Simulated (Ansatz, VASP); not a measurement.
## Y: VASP beside Ansatz

```xyz
1
Lattice="-2.0203 2.0203 2.0203 2.0203 -2.0203 2.0203 2.0203 2.0203 -2.0203" Properties=species:S:1:pos:R:3 pbc="T T T"
Y     0.0000    0.0000    0.0000
```

Alike in both runs: task relaxation of cell and atoms; functional PBE; k mesh 14 × 14 × 14; occupations fermi-dirac, width 0.05 eV; no spin polarisation.

|  | VASP | Ansatz |
| --- | --- | --- |
| version | VASP 6.6.1 | Ansatz 0.2.0 |
| potentials or method | VASP PAW PBE potentials, release 64 (Y_sv), cutoff 600 eV | all-electron LAPW, scalar-relativistic |

|  | VASP | Ansatz | Ansatz less VASP |
| --- | --- | --- | --- |
| relaxed volume (Å³/atom) | 32.89 | 32.98 | +0.096 |
| relaxed length of the cell vector where the two differ most in proportion (Å) | 3.496 | 3.499 | +0.0034 |

Ansatz ran all-electron here, and VASP with PAW potentials.
